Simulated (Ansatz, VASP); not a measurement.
KI: VASP beside Ansatz

INCAR

```
PREC     = Accurate       # precision mode
ENCUT    = 600            # plane-wave cutoff, eV
EDIFF    = 1E-6           # SCF threshold, eV
ISMEAR   = 0              # smearing method
SIGMA    = 0.02           # smearing width, eV
LREAL    = F              # projectors in reciprocal space
LASPH    = T              # aspherical terms in the spheres
NELM     = 80             # most SCF steps
ALGO     = Normal         # electronic algorithm
ISIF     = 3              # what is computed and relaxed
LWAVE    = F              # write WAVECAR
LCHARG   = F              # write CHGCAR
GGA      = PE             # functional
IBRION   = 2              # ionic algorithm
NSW      = 100            # ionic steps
EDIFFG   = -0.005         # ionic threshold
```

Contents of KPOINTS:

```
Automatic mesh
0
Gamma
  6 6 6
```

The input POSCAR:

```
KI
1.0
    0.0000000000      3.5424356157      3.5424356157
    3.5424356157      0.0000000000      3.5424356157
    3.5424356157      3.5424356157      0.0000000000
K I
1 1
Direct
    0.0000000000      0.0000000000      0.0000000000
    0.5000000000      0.5000000000      0.5000000000
```

Input for Ansatz:

```yaml
crystal:
  lattice:
    - [0.0, 3.5424356157, 3.5424356157]
    - [3.5424356157, 0.0, 3.5424356157]
    - [3.5424356157, 3.5424356157, 0.0]
  atoms:
    - { symbol: K, position: [0.0, 0.0, 0.0] }
    - { symbol: I, position: [0.5, 0.5, 0.5] }
basis:
  ecutwfc: 420
kpoints:
  mp_grid: { grid: [6, 6, 6] }
hamiltonian:
  xc: pbe
scf:
  occupations: { method: gaussian, width: 0.02 }
output:
  forces: true
  stress: true
  eigenvalues: true
relax:
  adjacent_minimum: "off"
  f_tol: 0.005
  max_steps: 80
  cell: { stress_tol: 0.05 }
```

Alike in both runs: task relaxation of cell and atoms; functional PBE; k mesh 6 × 6 × 6; occupations gaussian, width 0.02 eV; no spin polarisation.

```csv
,VASP,Ansatz
version,VASP 6.6.1,Ansatz 0.2.0
potentials or method,"VASP PAW PBE potentials, release 64 (K_sv, I), cutoff 600 eV","scalar-relativistic, plane waves, PAW"
valence electrons in the cell,16,26
```

VASP gave:

* gap on the k mesh at the Fermi level, each at its own relaxed structure (eV): 3.85
* relaxed volume (Å³/atom): 46.44
* relaxed length of the cell vector where the two differ most in proportion (Å): 5.083

What did Ansatz give for the same quantities?

gap on the k mesh at the Fermi level, each at its own relaxed structure (eV): 3.86; relaxed volume (Å³/atom): 46.23; relaxed length of the cell vector where the two differ most in proportion (Å): 5.076.

VASP's potentials hold 16 valence electrons a cell and Ansatz's 26, so a difference there can come from the potentials and not from the codes.

Neither program's run includes spin-orbit coupling.
